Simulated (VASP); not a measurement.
# KBr (I-4m2) in VASP: a series of runs, part 2 of 2

VASP 6.6.1.

## (3) Single point, r2SCAN (epitaxial xy strain -4.9%)

Input file POSCAR:

```
KBr
1.0
    0.0000000000      3.5086791066      3.9834417731
    3.5086791066      0.0000000000      3.9834417731
    3.5086791066      3.5086791066      0.0000000000
K Br
1 1
Direct
    0.0000000000      0.0000000000      0.0000000000
    0.2500000000      0.2500000000      0.2500000000
```

Input file INCAR.step1:

```
  PREC = Accurate
  ENCUT = 520
  ISMEAR = 0
  SIGMA = 0.01
  LREAL = F
  LASPH = T
  NELM = 100
  NBANDS = 15
  GGA = PE
  ALGO = Normal
  EDIFF = 1E-4
  LWAVE = T
  LCHARG = F
```

Input file INCAR.step2:

```
  PREC = Accurate
  ENCUT = 520
  EDIFF = 1E-6
  ISMEAR = 0
  SIGMA = 0.01
  LREAL = F
  LASPH = T
  NELM = 100
  ALGO = Normal
  ISIF = 2
  LWAVE = F
  LCHARG = F
  METAGGA = R2SCAN
  LMIXTAU = T
  NBANDS = 15
  ISTART = 1
```

Input file KPOINTS:

```
Automatic mesh
0
Gamma
  6 6 6
```

Potentials or basis: VASP PAW PBE potentials, release 64 (K_sv, Br).

Run with:

```sh
cat potpaw_PBE.64/K_sv/POTCAR potpaw_PBE.64/Br/POTCAR > POTCAR
cp INCAR.step1 INCAR
mpirun -np 1 vasp_std > vasp.out
cp INCAR.step2 INCAR
mpirun -np 1 vasp_std > vasp.out
```

OUTCAR:

```text
PREC = Accurate
   ENCUT = 520
   EDIFF = 1E-6
   ISMEAR = 0
   LREAL = F
   LASPH = T
   NELM = 100
   ISIF = 2
   METAGGA = R2SCAN
   ISTART = 1

 ion  position               nearest neighbor table
   1  0.000  0.000  0.000-   2 3.18   2 3.18   2 3.18   2 3.18
   2  0.250  0.250  0.250-   1 3.18   1 3.18   1 3.18   1 3.18

  LATTYP: Found a body centered tetragonal cell.
 ALAT       =     4.9620215786
 C/A-ratio  =     1.6055721282

  Lattice vectors:

 A1 = (  -3.5086791066,   0.0000000000,   3.9834417731)
 A2 = (   3.5086791066,   0.0000000000,   3.9834417731)
 A3 = (   0.0000000000,   3.5086791066,  -3.9834417731)

Analysis of symmetry for initial positions (statically):
=====================================================================
 Subroutine PRICEL returns:
 Original cell was already a primitive cell.

 Routine SETGRP: Setting up the symmetry group for a
 body centered tetragonal supercell.

 Subroutine GETGRP returns: Found  8 space group operations
 (whereof  8 operations were pure point group operations)
 out of a pool of 16 trial point group operations.

The static configuration has the point symmetry D_2d.

Analysis of symmetry for dynamics (positions and initial velocities):
=====================================================================
 Subroutine PRICEL returns:
 Original cell was already a primitive cell.

 Routine SETGRP: Setting up the symmetry group for a
 body centered tetragonal supercell.

 Subroutine GETGRP returns: Found  8 space group operations
 (whereof  8 operations were pure point group operations)
 out of a pool of 16 trial point group operations.

The dynamic configuration has the point symmetry D_2d.

 Subroutine INISYM returns: Found  8 space group operations
 (whereof  8 operations are pure point group operations),
 and found     1 'primitive' translations

----------------------------------------------------------------------------------------

                                     Primitive cell

[... 115 lines left out ...]
   METAGGA = R2SCAN    functional components
   LHFCALC =     F    Hartree Fock is set to
   AEXX    =    0.0000 exact exchange contribution
   IVDW    =     0    specifies the selected vdW correction
   LEPSILON=     F    determine dielectric tensor
   LRPA    =     F    only Hartree local field effects (RPA)
 non-spin polarized calculation
 Gauss-broadening in eV      SIGMA  =   0.01
  energy-cutoff  :      520.00
  volume of cell :       98.08
 maximum number of plane-waves:      2652
   NGX = 19   NGY = 19   NGZ = 19

 number of electron      15.9999999 magnetization

 Free energy of the ion-electron system (eV)
  ---------------------------------------------------
  ext. energy  EPLUGINS =         0.00000000
  ---------------------------------------------------
  free energy    TOTEN  =       -22.96316650 eV

  energy without entropy =      -22.96316650  energy(sigma->0) =      -22.96316650

 E-fermi :  -3.3153     XC(G=0):  -6.2834

 val. band max:       -3.3637368467   @ k =  -0.3333   0.3333   0.0000
 cond. band min:       1.4079903937   @ k =   0.0000   0.0000   0.0000
 fundamental gap:      4.7717272405
 Fermi energy:        -3.3153286033

 k-point     1 :       0.0000    0.0000    0.0000
  band No.  band energies     occupation
      1     -32.3358      2.00000
      2     -15.7565      2.00000
      3     -15.0662      2.00000
      4     -15.0662      2.00000
      5     -15.0464      2.00000
      6      -3.5035      2.00000
      7      -3.4183      2.00000
      8      -3.4183      2.00000
      9       1.4080      0.00000
     10       5.4389      0.00000
     11       6.3947      0.00000
     12       6.5309      0.00000
     13       7.1416      0.00000
     14       7.1416      0.00000
[... 401 lines left out ...]
      2     -15.9666      2.00000
      3     -15.0905      2.00000
      4     -15.0608      2.00000
      5     -14.8048      2.00000
      6      -3.7967      2.00000
      7      -3.5462      2.00000
      8      -3.4872      2.00000
      9       3.3182      0.00000
     10       4.3175      0.00000
     11       5.9105      0.00000
     12       6.3367      0.00000
     13       7.2587      0.00000
     14       7.2907      0.00000
     15       7.7105      0.00000

 [... further k-points ...]
[... 5 lines left out ...]
  --------------------------------------------------------------------------------------
  -------------------------------------------------------------------------------------
  Total        0.1129864      0.1129864      0.0227769      0.0000000      0.0000000      0.0000000
  in kB        1.8456993      1.8456993      0.3720744      0.0000000      0.0000000      0.0000000
  external PRESSURE =       1.3544910 kB  Pullay stress =       0.0000000 kB

 VOLUME and BASIS-vectors are now :
 -----------------------------------------------------------------------------
  energy-cutoff  :      520.00
  volume of cell :       98.08
      direct lattice vectors                 reciprocal lattice vectors
     0.000000000  3.508679107  3.983441773    -0.142503770  0.142503770  0.125519595
     3.508679107  0.000000000  3.983441773     0.142503770 -0.142503770  0.125519595
     3.508679107  3.508679107  0.000000000     0.142503770  0.142503770 -0.125519595

 POSITION                                       TOTAL-FORCE (eV/Angst)
 -----------------------------------------------------------------------------------
      0.00000      0.00000      0.00000         0.000000      0.000000      0.000000
      1.75434      1.75434      1.99172        -0.000000     -0.000000     -0.000000
 -----------------------------------------------------------------------------------
    total drift:                               -0.000000     -0.000000     -0.000000

  FREE ENERGIE OF THE ION-ELECTRON SYSTEM (eV)
  ---------------------------------------------------
  free  energy   TOTEN  =       -22.9631665046 eV

  energy  without entropy=      -22.9631665046  energy(sigma->0) =      -22.96316650
```

OUTCAR.step1:

```text
PREC = Accurate
   ENCUT = 520
   ISMEAR = 0
   LREAL = F
   LASPH = T
[... 653 lines left out ...]
 -----------------------------------------------------------------------------------
      0.00000      0.00000      0.00000        -0.000000     -0.000000      0.000000
      1.75434      1.75434      1.99172         0.000000      0.000000     -0.000000
 -----------------------------------------------------------------------------------
    total drift:                               -0.000000     -0.000000     -0.000000

  FREE ENERGIE OF THE ION-ELECTRON SYSTEM (eV)
  ---------------------------------------------------
  free  energy   TOTEN  =        -6.0268035742 eV

  energy  without entropy=       -6.0268035742  energy(sigma->0) =       -6.02680357
```

It took 79 s on 1 thread of Intel Xeon 6975P-C (Granite Rapids), shared host; peak memory 0.27 GiB.

Results:

| Quantity | Value |
| --- | --- |
| Free energy | -22.9632 eV |
| Pressure | 0.1 GPa |
| Band gap on the k mesh | 4.77 eV, indirect (least direct gap 4.83 eV) |

Levels at points of the mesh, in eV from the valence-band top:
```tsv
k point	band 6	band 7	band 8	band 9	band 10	band 11
(0.00, 0.00, 0.00)	-0.14	-0.05	-0.05	4.77	8.80	9.76
(0.50, 0.00, 0.00)	-0.48	-0.15	0.00	7.11	7.47	8.64
(0.50, 0.50, 0.00)	-0.57	-0.01	-0.01	6.37	7.60	9.46
(0.50, 0.00, 0.50)	-0.49	-0.14	-0.13	6.53	7.66	9.89
```

Caveat: the cell differs from its parent crystal (epitaxial xy strain -4.9%); the PAW data sets were made with another functional, which shifts forces and pressure a little.

## (4) Single point, HSE06 (biaxial xy strain -5.8%)

Input file POSCAR:

```
KBr
1.0
    0.0000000000      3.4736402634      3.6882992816
    3.4736402634      0.0000000000      3.6882992816
    3.4736402634      3.4736402634      0.0000000000
K Br
1 1
Direct
    0.0000000000      0.0000000000      0.0000000000
    0.2500000000      0.2500000000      0.2500000000
```

Input file INCAR.step1:

```
SYSTEM = KBr
ALGO = Normal
EDIFF = 1E-5
ENCUT = 520
GGA = PE
ISIF = 2
ISMEAR = 0
LASPH = .TRUE.
LREAL = .FALSE.
LWAVE = .TRUE.
NBANDS = 15
NELM = 60
PREC = Accurate
SIGMA = 0.01
```

Input file INCAR.step2:

```
SYSTEM = KBr
ALGO = Normal
EDIFF = 1E-7
ENCUT = 520
GGA = PE
HFSCREEN = 0.2079
ISIF = 2
ISMEAR = 0
ISTART = 1
LASPH = .TRUE.
LCHARG = .TRUE.
LELF = .TRUE.
LHFCALC = .TRUE.
LREAL = .FALSE.
LVHAR = .TRUE.
LWAVE = .FALSE.
NBANDS = 15
NELM = 60
PREC = Accurate
PRECFOCK = Normal
SIGMA = 0.01
```

Input file KPOINTS:

```
k-points
0
G
  4 4 4
  0 0 0
```

Potentials or basis: VASP PAW PBE potentials, release 64 (K_sv, Br).

Run with:

```sh
cat potpaw_PBE.64/K_sv/POTCAR potpaw_PBE.64/Br/POTCAR > POTCAR
cp INCAR.step1 INCAR
mpirun -np 1 vasp_std > vasp.out
cp INCAR.step2 INCAR
mpirun -np 1 vasp_std > vasp.out
```

OUTCAR:

```text
SYSTEM = KBr
   EDIFF = 1E-7
   ENCUT = 520
   GGA = PE
   HFSCREEN = 0.2079
   ISIF = 2
   ISMEAR = 0
   ISTART = 1
   LASPH = .TRUE.
   LHFCALC = .TRUE.
   LREAL = .FALSE.
   NELM = 60
   PREC = Accurate
   PRECFOCK = Normal

 ion  position               nearest neighbor table
   1  0.000  0.000  0.000-   2 3.07   2 3.07   2 3.07   2 3.07
   2  0.250  0.250  0.250-   1 3.07   1 3.07   1 3.07   1 3.07

  LATTYP: Found a body centered tetragonal cell.
 ALAT       =     4.9124691713
 C/A-ratio  =     1.5016070953

  Lattice vectors:

 A1 = (  -3.4736402634,   0.0000000000,   3.6882992816)
 A2 = (   3.4736402634,   0.0000000000,   3.6882992816)
 A3 = (   0.0000000000,   3.4736402634,  -3.6882992816)

Analysis of symmetry for initial positions (statically):
=====================================================================
 Subroutine PRICEL returns:
 Original cell was already a primitive cell.

 Routine SETGRP: Setting up the symmetry group for a
 body centered tetragonal supercell.

 Subroutine GETGRP returns: Found  8 space group operations
 (whereof  8 operations were pure point group operations)
 out of a pool of 16 trial point group operations.

The static configuration has the point symmetry D_2d.

Analysis of symmetry for dynamics (positions and initial velocities):
=====================================================================
 Subroutine PRICEL returns:
 Original cell was already a primitive cell.

 Routine SETGRP: Setting up the symmetry group for a
 body centered tetragonal supercell.

 Subroutine GETGRP returns: Found  8 space group operations
 (whereof  8 operations were pure point group operations)
 out of a pool of 16 trial point group operations.

The dynamic configuration has the point symmetry D_2d.

 Subroutine INISYM returns: Found  8 space group operations
 (whereof  8 operations are pure point group operations),
 and found     1 'primitive' translations

----------------------------------------------------------------------------------------

                                     Primitive cell

  volume of cell :      89.0073

  direct lattice vectors                    reciprocal lattice vectors
     0.000000000  3.473640263  3.688299282    -0.143941215  0.143941215  0.135563836
     3.473640263  0.000000000  3.688299282     0.143941215 -0.143941215  0.135563836
     3.473640263  3.473640263  0.000000000     0.143941215  0.143941215 -0.135563836

  length of vectors
     5.066530200  5.066530200  4.912469171     0.244572485  0.244572485  0.244572485

  position of ions in fractional coordinates (direct lattice)
     0.000000000  0.000000000  0.000000000
     0.250000000  0.250000000  0.250000000

  ion indices of the primitive-cell ions
   primitive index   ion index
                 1           1
                 2           2

----------------------------------------------------------------------------------------

 KPOINTS: k-points

Automatic generation of k-mesh.
 Grid dimensions read from file:
 generate k-points for:    4    4    4

 Generating k-lattice:

  Cartesian coordinates                     Fractional coordinates (reciprocal lattice)
[... 38 lines left out ...]
 SYSTEM =  KBr
   PREC   = accura    normal or accurate (medium, high low for compatibility)
   ISTART =      1    job   : 0-new  1-cont  2-samecut
   ICHARG =      0    charge: 1-file 2-atom 10-const
   ISPIN  =      1    spin polarized calculation?
   LNONCOLLINEAR =      F non collinear calculations
   LSORBIT =      F    spin-orbit coupling
   LASPH  =      T    aspherical Exc in radial PAW
   ENCUT  =  520.0 eV  38.22 Ry    6.18 a.u.   9.42  9.42  9.13*2*pi/ulx,y,z
   NELM   =     60;   NELMIN=  2; NELMDL=  0     # of ELM steps
   EDIFF  = 0.1E-06   stopping-criterion for ELM
   LREAL  =      F    real-space projection
   EDIFFG = 0.1E-05   stopping-criterion for IOM
   NSW    =      0    number of steps for IOM
   IBRION =     -1    ionic relax: 0-MD 1-quasi-New 2-CG
   NFREE  =      0    steps in history (QN), initial steepest desc. (CG)
   ISIF   =      2    stress and relaxation
   ISYM   =      3    0-nonsym 1-usesym 2-fastsym
   POTIM  = 0.5000    time-step for ionic-motion
   TEBEG  =    0.0;   TEEND  =   0.0 temperature during run
   PSTRESS=    0.0 pullay stress
   NELECT =      16.0000    total number of electrons
   NUPDOWN=      -1.0000    fix difference up-down
   EMIN   =  10.00;   EMAX   =-10.00  energy-range for DOS
   EFERMI =   0.00;   METHOD = LEGACY
   ISMEAR =     0;   SIGMA  =   0.01  broadening in eV -4-tet -1-fermi 0-gaus
   EFERMI_NEDOS =   21; number of points for ismear=-14 and -15
   IALGO  =     38    algorithm
   IMIX   =      1    mixing-type and parameters
     AMIX     =   0.40;   BMIX     =  1.00
     AMIX_MAG =   1.60;   BMIX_MAG =  1.00
  volume/ion in A,a.u.               =      44.50       300.33
  Fermi-wavevector in a.u.,A,eV,Ry     =   0.923931  1.745976 11.614593  0.853649
  Thomas-Fermi vector in A             =   2.049622
   LORBIT       =      0    0 simple, 1 ext, 2 COOP (PROOUT), +10 PAW based schemes
   GGA     = PE    functional components
   LHFCALC =     T    Hartree Fock is set to
   PRECFOCK=normal    Normal, Fast or Accurate (Low or Medium for compatibility)
   ENCUT4O =  -1.0   cutoff for four orbital integrals eV
   NKREDX  =     1    reduce k-point grid by
   NKREDY  =     1    reduce k-point grid by
   NKREDZ  =     1    reduce k-point grid by
   AEXX    =    0.2500 exact exchange contribution
   HFSCREEN=    0.2079 screening length (either q_TF or 0.3 A-1)
   HFSCREENC=   0.2079 screening length for correlation (either q_TF or 0.3 A-1)
   ENCUTFOCK=  -1.0 apply spherical cutoff to Coloumb kernel
   IVDW    =     0    specifies the selected vdW correction
   LEPSILON=     F    determine dielectric tensor
   LRPA    =     F    only Hartree local field effects (RPA)
 non-spin polarized calculation
 Gauss-broadening in eV      SIGMA  =   0.01
  energy-cutoff  :      520.00
  volume of cell :       89.01
 maximum number of plane-waves:      2419
 NGX is ok and might be reduce to    40
  NGX = 30; NGY = 30; NGZ = 28

 number of electron      16.0000000 magnetization

 Free energy of the ion-electron system (eV)
  ---------------------------------------------------
  ext. energy  EPLUGINS =         0.00000000
  ---------------------------------------------------
  free energy    TOTEN  =        -6.90956790 eV

  energy without entropy =       -6.90956790  energy(sigma->0) =       -6.90956790

 E-fermi :  -3.5877     XC(G=0):  -5.3506

 val. band max:       -3.6744943643   @ k =   0.5000   0.5000   0.0000
 cond. band min:       1.9030787420   @ k =   0.0000   0.0000   0.0000
 fundamental gap:      5.5775731063
 Fermi energy:        -3.5877240249

 k-point     1 :       0.0000    0.0000    0.0000
  band No.  band energies     occupation
      1     -33.3626      2.00000
      2     -16.6454      2.00000
      3     -15.5263      2.00000
      4     -15.5263      2.00000
      5     -15.5236      2.00000
      6      -3.7621      2.00000
      7      -3.7286      2.00000
      8      -3.7286      2.00000
      9       1.9031      0.00000
     10       6.3235      0.00000
     11       6.8287      0.00000
     12       7.4525      0.00000
     13       7.7374      0.00000
     14       7.7374      0.00000
[... 203 lines left out ...]
      2     -16.9092      2.00000
      3     -15.5707      2.00000
      4     -15.5503      2.00000
      5     -15.1757      2.00000
      6      -4.0472      2.00000
      7      -3.9574      2.00000
      8      -3.7429      2.00000
      9       3.8472      0.00000
     10       4.9034      0.00000
     11       6.6716      0.00000
     12       7.2915      0.00000
     13       7.6742      0.00000
     14       8.2731      0.00000
     15       8.7304      0.00000

------------------------ aborting loop because EDIFF is reached ----------------------------------------

  FORCE on cell =-STRESS in cart. coord.  units (eV):
  Direction    XX          YY          ZZ          XY          YZ          ZX
  --------------------------------------------------------------------------------------
  -------------------------------------------------------------------------------------
  Total        0.9533028      0.9533028      1.0190782      0.0000000      0.0000000      0.0000000
  in kB       17.1599338     17.1599338     18.3439246      0.0000000      0.0000000      0.0000000
  external PRESSURE =      17.5545974 kB  Pullay stress =       0.0000000 kB

 VOLUME and BASIS-vectors are now :
 -----------------------------------------------------------------------------
  energy-cutoff  :      520.00
  volume of cell :       89.01
      direct lattice vectors                 reciprocal lattice vectors
     0.000000000  3.473640263  3.688299282    -0.143941215  0.143941215  0.135563836
     3.473640263  0.000000000  3.688299282     0.143941215 -0.143941215  0.135563836
     3.473640263  3.473640263  0.000000000     0.143941215  0.143941215 -0.135563836

 POSITION                                       TOTAL-FORCE (eV/Angst)
 -----------------------------------------------------------------------------------
      0.00000      0.00000      0.00000        -0.000000     -0.000000     -0.000000
      1.73682      1.73682      1.84415         0.000000      0.000000      0.000000
 -----------------------------------------------------------------------------------
    total drift:                               -0.000000      0.000000     -0.000000

  FREE ENERGIE OF THE ION-ELECTRON SYSTEM (eV)
  ---------------------------------------------------
  free  energy   TOTEN  =        -6.9095679031 eV

  energy  without entropy=       -6.9095679031  energy(sigma->0) =       -6.90956790
```

Wall time 10 min (1 thread of Intel Xeon 6975P-C (Granite Rapids), shared host); peak memory 0.35 GiB.

Results:

- Free energy: -6.9096 eV
- Pressure: 1.8 GPa
- Band gap on the k mesh: 5.58 eV, indirect (least direct gap 5.63 eV)

Caveat: the cell differs from its parent crystal (biaxial xy strain -5.8%); the PAW data sets were made with another functional, which shifts forces and pressure a little.

## (5) Overview

| level | cell | k mesh | smearing | grid for exact exchange (PRECFOCK) | screening parameter | gap on the mesh (eV) | pressure (GPa) |
| --- | --- | --- | --- | --- | --- | --- | --- |
| PBE | a = 5.067, b = 5.067, c = 4.912 Å, angles 61.0, 61.0, 58.0°, 2 atoms | 6 × 6 × 6 | fermi-dirac 0.02 eV | - | - | 4.45 | 1.9 |
| r2SCAN | a = 5.308, b = 5.308, c = 4.962 Å, angles 62.1, 62.1, 55.7°, 2 atoms | 6 × 6 × 6 | gaussian 0.01 eV | - | - | 4.77 | 0.1 |
| HSE06 | a = 5.067, b = 5.067, c = 4.912 Å, angles 61.0, 61.0, 58.0°, 2 atoms | 4 × 4 × 4 | gaussian 0.01 eV | Normal | 0.2079 1/Å | 5.58 | 1.8 |

Alike in all rows: task single point; potentials or basis VASP PAW PBE potentials, release 64 (K_sv, Br); no spin polarisation; cutoff (eV) 520.

Caveats: the PAW data sets were made with another functional, which shifts forces and pressure a little (some runs).

Total energies depend on the potentials used, so only differences within one code and one set of settings carry meaning.
